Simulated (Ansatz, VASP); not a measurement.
One calculation of SrO, two programs

```
Sr O
1.0
     0.00000    2.53571    2.53571
     2.53571    0.00000    2.53571
     2.53571    2.53571    0.00000
Sr O
1 1
Direct
  0.00000 0.00000 0.00000
  0.50000 0.50000 0.50000
```

Change from the starting cell: strained cell.

Alike in both runs: functional PBEsol; k mesh 6 × 6 × 6; occupations gaussian, width 0.02 eV; no spin polarisation.

Ansatz relaxed the structure, and its values are those at the end. VASP's run is a single point on that final structure, the one shown.

|  | VASP | Ansatz |
| --- | --- | --- |
| version | VASP 6.6.1 | Ansatz 0.2.0 |
| potentials or method | VASP PAW PBE potentials, release 64 (Sr_sv, O), cutoff 600 eV | scalar-relativistic, plane waves, PAW |
| valence electrons in the cell | 16 | 16 |

```tsv
	VASP	Ansatz	Ansatz less VASP
gap on the k mesh at the Fermi level (eV)	3.12	3.17	+0.052
least direct gap on the mesh (eV)	3.18	3.22	+0.041
pressure (GPa)	3.7	3.0	-0.64
```

VASP's potentials were made for PBE, not for PBEsol, and Ansatz warns of the same on its side. The functional is the same, so the differences come from potentials, cutoffs and numerics. Ansatz's warnings: stress scf threshold loose.
